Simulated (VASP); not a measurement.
# Pb in VASP: single point with PBE+D3(BJ)

Aim: the single point of Pb with PBE+D3(BJ).

Everything below comes from runs of VASP 6.6.1. Logs are shortened: lines on timing, memory, paths and dates and some standing lists are left out, and cuts for length are marked.

## (1) The cell of the first run

The cell holds a slab with vacuum, 4 atoms: a = 3.571 Å, b = 3.571 Å, c = 26.889 Å, α = 90.00°, β = 90.00°, γ = 120.00°.

## (2) Single point, PBE+D3(BJ)

INCAR reads:

```
PREC = Accurate
ENCUT = 400
EDIFF = 1E-6
ISMEAR = 1
SIGMA = 0.1
LREAL = False
LASPH = True
NELM = 120
ALGO = Normal
ISIF = 2
LWAVE = False
LCHARG = True
LDIPOL = True
IDIPOL = 3
DIPOL = 0.5 0.5 0.417
GGA = PE
IVDW = 12
LELF = True
LVHAR = True
LVACPOTAV = True
NBANDS = 36
GGA_COMPAT = False
NELMDL = -8
```

KPOINTS reads:

```
regular mesh
0
Gamma
  12 12 1
```

POSCAR reads:

```
Pb
1.0
    3.5708955074      0.0000000000      0.0000000000
   -1.7854477537      3.0924862237      0.0000000000
    0.0000000000      0.0000000000     26.8892385693
Pb
4
Direct
    0.0000000000      0.0000000000      0.2603271931
    0.6666666667      0.3333333333      0.3631695229
    0.3333333333      0.6666666667      0.4715306100
    0.0000000000      1.0000000000      0.5742071587
```

Potentials or basis: VASP PAW PBE potentials, release 64 (Pb_d).

The run is started by

```
$ cat potpaw_PBE.64/Pb_d/POTCAR > POTCAR
$ mpirun -np 1 vasp_std > vasp.out
```

OUTCAR:

```text
PREC = Accurate
   ENCUT = 400
   EDIFF = 1E-6
   ISMEAR = 1
   LREAL = False
   LASPH = True
   NELM = 120
   ISIF = 2
   GGA = PE
   IVDW = 12
   NELMDL = -8
 IVDW          = 12

 ion  position               nearest neighbor table
   1  0.000  0.000  0.260-   2 3.45   2 3.45   2 3.45
   2  0.667  0.333  0.363-   1 3.45   1 3.45   1 3.45   3 3.57   3 3.57   3 3.57
   3  0.333  0.667  0.472-   4 3.45   4 3.45   4 3.45   2 3.57   2 3.57   2 3.57
   4  0.000  0.000  0.574-   3 3.45   3 3.45   3 3.45

  LATTYP: Found a hexagonal cell.
 ALAT       =     3.5708955074
 C/A-ratio  =     7.5301107281

  Lattice vectors:

 A1 = (   3.5708955074,   0.0000000000,   0.0000000000)
 A2 = (  -1.7854477537,   3.0924862237,   0.0000000000)
 A3 = (   0.0000000000,   0.0000000000,  26.8892385693)

Analysis of symmetry for initial positions (statically):
=====================================================================
 Subroutine PRICEL returns:
 Original cell was already a primitive cell.

 Routine SETGRP: Setting up the symmetry group for a
 hexagonal supercell.

 Subroutine GETGRP returns: Found  6 space group operations
 (whereof  6 operations were pure point group operations)
 out of a pool of 24 trial point group operations.

The static configuration has the point symmetry C_3v.

Analysis of symmetry for dynamics (positions and initial velocities):
=====================================================================
 Subroutine PRICEL returns:
 Original cell was already a primitive cell.

 Routine SETGRP: Setting up the symmetry group for a
 hexagonal supercell.

 Subroutine GETGRP returns: Found  6 space group operations
 (whereof  6 operations were pure point group operations)
 out of a pool of 24 trial point group operations.

The dynamic configuration has the point symmetry C_3v.

 Subroutine INISYM returns: Found  6 space group operations
 (whereof  6 operations are pure point group operations),
 and found     1 'primitive' translations

----------------------------------------------------------------------------------------

                                     Primitive cell

  volume of cell :     296.9364

  direct lattice vectors                    reciprocal lattice vectors
     3.570895507  0.000000000  0.000000000     0.280041798  0.161682208  0.000000000
    -1.785447754  3.092486224  0.000000000     0.000000000  0.323364415  0.000000000
     0.000000000  0.000000000 26.889238569     0.000000000  0.000000000  0.037189599

  length of vectors
     3.570895507  3.570895507 26.889238569     0.323364415  0.323364415  0.037189599

  position of ions in fractional coordinates (direct lattice)
     0.000000000  0.000000000  0.260327193
     0.666666667  0.333333333  0.363169523
     0.333333333  0.666666667  0.471530610
     0.000000000  0.000000000  0.574207159

  ion indices of the primitive-cell ions
   primitive index   ion index
                 1           1
                 2           2
                 3           3
                 4           4

----------------------------------------------------------------------------------------

 KPOINTS: regular mesh

Automatic generation of k-mesh.
 Grid dimensions read from file:
 generate k-points for:   12   12    1

 Generating k-lattice:

  Cartesian coordinates                     Fractional coordinates (reciprocal lattice)
     0.023336817  0.013473517  0.000000000     0.083333333  0.000000000  0.000000000
     0.000000000  0.026947035  0.000000000     0.000000000  0.083333333  0.000000000
     0.000000000  0.000000000  0.037189599     0.000000000  0.000000000  1.000000000

  Length of vectors
     0.026947035  0.026947035  0.037189599

  Shift w.r.t. Gamma in fractional coordinates (k-lattice)
     0.000000000  0.000000000  0.000000000

 Subroutine IBZKPT returns following result:
 ===========================================

 Found     19 irreducible k-points:

 Following reciprocal coordinates:
            Coordinates               Weight
  0.000000  0.000000  0.000000      1.000000
  0.083333  0.000000  0.000000      6.000000
  0.166667  0.000000  0.000000      6.000000
  0.250000  0.000000  0.000000      6.000000
  0.333333 -0.000000  0.000000      6.000000
  0.416667  0.000000  0.000000      6.000000
[... 11 lines left out ...]
  0.333333  0.250000  0.000000     12.000000
  0.333333  0.333333  0.000000      2.000000
   k-points           NKPTS =     19   k-points in BZ     NKDIM =     19   number of bands    NBANDS=     36
   number of dos      NEDOS =    301   number of ions     NIONS =      4
   total plane-waves  NPLWV = 103680
   dimension x,y,z NGX =    24 NGY =   24 NGZ =  180
   dimension x,y,z NGXF=    48 NGYF=   48 NGZF=  360
   ions per type =               4
   NGX,Y,Z   is equivalent  to a cutoff of  11.17, 11.17, 11.13 a.u.
   NGXF,Y,Z  is equivalent  to a cutoff of  22.35, 22.35, 22.26 a.u.
 SYSTEM =  unknown system
   PREC   = accura    normal or accurate (medium, high low for compatibility)
   ISTART =      0    job   : 0-new  1-cont  2-samecut
   ICHARG =      2    charge: 1-file 2-atom 10-const
   ISPIN  =      1    spin polarized calculation?
   LNONCOLLINEAR =      F non collinear calculations
   LSORBIT =      F    spin-orbit coupling
   LASPH  =      T    aspherical Exc in radial PAW
   ENCUT  =  400.0 eV  29.40 Ry    5.42 a.u.   5.82  5.82 43.85*2*pi/ulx,y,z
   NELM   =    120;   NELMIN=  2; NELMDL= -8     # of ELM steps
   EDIFF  = 0.1E-05   stopping-criterion for ELM
   LREAL  =      F    real-space projection
   EDIFFG = 0.1E-04   stopping-criterion for IOM
   NSW    =      0    number of steps for IOM
   IBRION =     -1    ionic relax: 0-MD 1-quasi-New 2-CG
   NFREE  =      0    steps in history (QN), initial steepest desc. (CG)
   ISIF   =      2    stress and relaxation
   ISYM   =      2    0-nonsym 1-usesym 2-fastsym
   POTIM  = 0.5000    time-step for ionic-motion
   TEBEG  =    0.0;   TEEND  =   0.0 temperature during run
   PSTRESS=    0.0 pullay stress
   NELECT =      56.0000    total number of electrons
   NUPDOWN=      -1.0000    fix difference up-down
   EMIN   =  10.00;   EMAX   =-10.00  energy-range for DOS
   EFERMI =   0.00;   METHOD = LEGACY
   ISMEAR =     1;   SIGMA  =   0.10  broadening in eV -4-tet -1-fermi 0-gaus
   EFERMI_NEDOS =   21; number of points for ismear=-14 and -15
   IALGO  =     38    algorithm
   IMIX   =      4    mixing-type and parameters
     AMIX     =   0.40;   BMIX     =  1.00
     AMIX_MAG =   1.60;   BMIX_MAG =  1.00
  volume/ion in A,a.u.               =      74.23       500.96
  Fermi-wavevector in a.u.,A,eV,Ry     =   0.938822  1.774115 11.991982  0.881386
  Thomas-Fermi vector in A             =   2.066072
   LORBIT       =      0    0 simple, 1 ext, 2 COOP (PROOUT), +10 PAW based schemes
   GGA     = PE    functional components
   LHFCALC =     F    Hartree Fock is set to
   AEXX    =    0.0000 exact exchange contribution
   IVDW    =    12    specifies the selected vdW correction
   LEPSILON=     F    determine dielectric tensor
   LRPA    =     F    only Hartree local field effects (RPA)
 non-spin polarized calculation
 Methfessel and Paxton  Order N= 1 SIGMA  =   0.10
  energy-cutoff  :      400.00
  volume of cell :      296.94
 maximum number of plane-waves:      5420
 NGX is ok and might be reduce to    24
   NGX = 11   NGY = 11   NGZ = 87

 dipolmoment           0.000000      0.000000     -0.007786 electrons x Angstroem

 number of electron      55.9999989 magnetization

 dipolmoment           0.000000      0.000000      0.000043 electrons x Angstroem

 Free energy of the ion-electron system (eV)
  ---------------------------------------------------
  ext. energy  EPLUGINS =         0.00000000
  ---------------------------------------------------
  free energy    TOTEN  =       -13.91167895 eV

  energy without entropy =      -13.91435502  energy(sigma->0) =      -13.91257097

 E-fermi :   0.6441     XC(G=0):  -4.7870

 val. band max:        0.5867949346   @ k =   0.2500   0.0000   0.0000
 cond. band min:       0.7028215367   @ k =   0.4167   0.0000   0.0000
 fundamental gap:      0.1160266021
 Fermi energy:         0.6441054084

 k-point     1 :       0.0000    0.0000    0.0000
  band No.  band energies     occupation
      1     -16.3414      2.00000
      2     -16.3348      2.00000
      3     -16.3225      2.00000
      4     -16.3225      2.00000
      5     -16.3124      2.00000
      6     -16.3124      2.00000
[... 28 lines left out ...]
     35       6.4384      0.00000
     36       6.7865      0.00000

 k-point     2 :       0.0833    0.0000    0.0000
  band No.  band energies     occupation
      1     -16.3413      2.00000
      2     -16.3403      2.00000
      3     -16.3245      2.00000
      4     -16.3142      2.00000
      5     -16.3111      2.00000
      6     -16.3038      2.00000
[... 28 lines left out ...]
     35       6.0784      0.00000
     36       6.1313      0.00000

 k-point     3 :       0.1667    0.0000    0.0000
  band No.  band energies     occupation
      1     -16.3656      2.00000
      2     -16.3509      2.00000
      3     -16.3247      2.00000
      4     -16.3081      2.00000
      5     -16.2974      2.00000
      6     -16.2947      2.00000
[... 28 lines left out ...]
     35       5.3407      0.00000
     36       5.6800      0.00000

 k-point     4 :       0.2500    0.0000    0.0000
  band No.  band energies     occupation
      1     -16.3960      2.00000
      2     -16.3690      2.00000
      3     -16.3327      2.00000
      4     -16.3193      2.00000
      5     -16.2926      2.00000
      6     -16.2916      2.00000
[... 28 lines left out ...]
     35       5.3016      0.00000
     36       5.8204      0.00000

 k-point     5 :       0.3333   -0.0000    0.0000
  band No.  band energies     occupation
      1     -16.4241      2.00000
      2     -16.3870      2.00000
      3     -16.3440      2.00000
      4     -16.3360      2.00000
      5     -16.3144      2.00000
      6     -16.2983      2.00000
[... 460 lines left out ...]
 k-point    17 :       0.2500    0.2500    0.0000
  band No.  band energies     occupation
      1     -16.3725      2.00000
      2     -16.3667      2.00000
      3     -16.3288      2.00000
      4     -16.3184      2.00000
      5     -16.3023      2.00000
      6     -16.3021      2.00000
[... 28 lines left out ...]
     35       3.9244      0.00000
     36       5.0224      0.00000

 k-point    18 :       0.3333    0.2500    0.0000
  band No.  band energies     occupation
      1     -16.3810      2.00000
      2     -16.3556      2.00000
      3     -16.3421      2.00000
      4     -16.3140      2.00000
      5     -16.3057      2.00000
      6     -16.2964      2.00000
[... 28 lines left out ...]
     35       3.6873      0.00000
     36       4.4213      0.00000

 k-point    19 :       0.3333    0.3333    0.0000
  band No.  band energies     occupation
      1     -16.3628      2.00000
      2     -16.3623      2.00000
      3     -16.3564      2.00000
      4     -16.3029      2.00000
      5     -16.3027      2.00000
      6     -16.2802      2.00000
[... 28 lines left out ...]
     35       3.5341      0.00000
     36       3.8102      0.00000

------------------------ aborting loop because EDIFF is reached ----------------------------------------

 Edisp (eV)   -1.23122

 E8    (eV) :    -0.6424

  FORCE on cell =-STRESS in cart. coord.  units (eV):
  Direction    XX          YY          ZZ          XY          YZ          ZX
  --------------------------------------------------------------------------------------
  -------------------------------------------------------------------------------------
  Total      -1.78945    -1.78945    -0.43817     0.00000     0.00000     0.00000
  in kB      -9.65530    -9.65530    -2.36421     0.00000     0.00000     0.00000
  external pressure =       -7.22 kB  Pullay stress =        0.00 kB

 VOLUME and BASIS-vectors are now :
 -----------------------------------------------------------------------------
  energy-cutoff  :      400.00
  volume of cell :      296.94
      direct lattice vectors                 reciprocal lattice vectors
     3.570895507  0.000000000  0.000000000     0.280041798  0.161682208  0.000000000
    -1.785447754  3.092486224  0.000000000     0.000000000  0.323364415  0.000000000
     0.000000000  0.000000000 26.889238569     0.000000000  0.000000000  0.037189599

 POSITION                                       TOTAL-FORCE (eV/Angst)
 -----------------------------------------------------------------------------------
      0.00000      0.00000      7.00000        -0.000000      0.000000      0.061444
      1.78545      1.03083      9.76535         0.000000      0.000000     -0.049605
     -0.00000      2.06166     12.67910         0.000000      0.000000      0.043816
      0.00000      0.00000     15.43999        -0.000000     -0.000000     -0.055655
 -----------------------------------------------------------------------------------
    total drift:                               -0.000000     -0.000000     -0.000021

  FREE ENERGIE OF THE ION-ELECTRON SYSTEM (eV)
  ---------------------------------------------------
  free  energy   TOTEN  =       -15.1429009991 eV

  energy  without entropy=      -15.1455770657  energy(sigma->0) =      -15.14379302

 vacuum level on the upper side and lower side of the slab         4.551         4.550
```

Run time: 1.8 min. Hardware: 1 thread of Intel Xeon 6975P-C (Granite Rapids), shared host; peak memory 0.34 GiB.

What came out:

| Item | Value |
| --- | --- |
| Free energy | -15.1429 eV |
| Largest force | 0.061 eV/Å |
| Band gap on the k mesh | zero (band 28 reaches 3.87 eV, above the bottom of band 29 at -0.66 eV) |
| Dispersion energy per atom | -0.308 eV |

Forces in eV/Å, atoms in the order of the input:
```
Pb   0.000  0.000  0.061
Pb   0.000  0.000 -0.050
Pb   0.000  0.000  0.044
Pb   0.000  0.000 -0.056
```

Caveat: spin-orbit coupling is left out, which moves the levels of the heavy elements.
